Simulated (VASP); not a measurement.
A run of VASP 6.6.1 is set up as follows.

File INCAR:

```
SYSTEM = CdS
ALGO = Normal
EDIFF = 1E-6
ENCUT = 520
GGA = PE
ISIF = 2
ISMEAR = 0
LASPH = .TRUE.
LCHARG = .FALSE.
LREAL = .FALSE.
LWAVE = .FALSE.
NBANDS = 16
NELM = 60
PREC = Accurate
SIGMA = 0.024
```

KPOINTS

```
k-points
0
G
  8 8 8
  0 0 0
```

The input POSCAR:

```
CdS
1.0
    0.0000000000      2.9165000000      2.9165000000
    2.9165000000      0.0000000000      2.9165000000
    2.9165000000      2.9165000000      0.0000000000
Cd S
1 1
Direct
    0.0000000000      0.0000000000      0.0000000000
    0.7500000000      0.7500000000      0.7500000000
```

Potentials or basis: VASP PAW PBE potentials, release 64 (Cd, S).

The run is started by

```console
$ cat potpaw_PBE.64/Cd/POTCAR potpaw_PBE.64/S/POTCAR > POTCAR
$ mpirun -np 1 vasp_std > vasp.out
```

Q: Estimate the pressure.

A: 3.2 GPa.

Q: What does it give for the band gap on the k mesh?

A: 1.15 eV.

Caveat: the cell stands under pressure.
